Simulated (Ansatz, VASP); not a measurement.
**Bi: VASP beside Ansatz**

```
CELL_PARAMETERS angstrom
3.23838 0.00000 0.00000
0.00000 3.22164 0.00000
-0.08045 0.00000 6.44389
ATOMIC_POSITIONS crystal
Bi 0.54425 0.00000 0.74958
Bi 0.45575 0.00000 0.25042
```

Alike in both runs: task relaxation of cell and atoms; functional PBEsol; k mesh 8 × 8 × 4; occupations fermi-dirac, width 0.05 eV; no spin polarisation.

|  | VASP | Ansatz |
| --- | --- | --- |
| version | VASP 6.6.1 | Ansatz 0.2.0 |
| potentials or method | VASP PAW PBE potentials, release 64 (Bi_d), cutoff 600 eV | all-electron LAPW, scalar-relativistic |

VASP gave:

```
relaxed volume (Å³/atom)                                     : 33.23
relaxed cell length with the largest relative difference (Å) : 3.217
```

Question: What did Ansatz give for the same quantities?

Answer: Relaxed volume (Å³/atom): 33.25; relaxed cell length with the largest relative difference (Å): 3.221.

VASP's potentials were made for PBE, not for PBEsol. Ansatz ran all-electron here, and VASP with PAW potentials.

Spin-orbit coupling is off throughout.
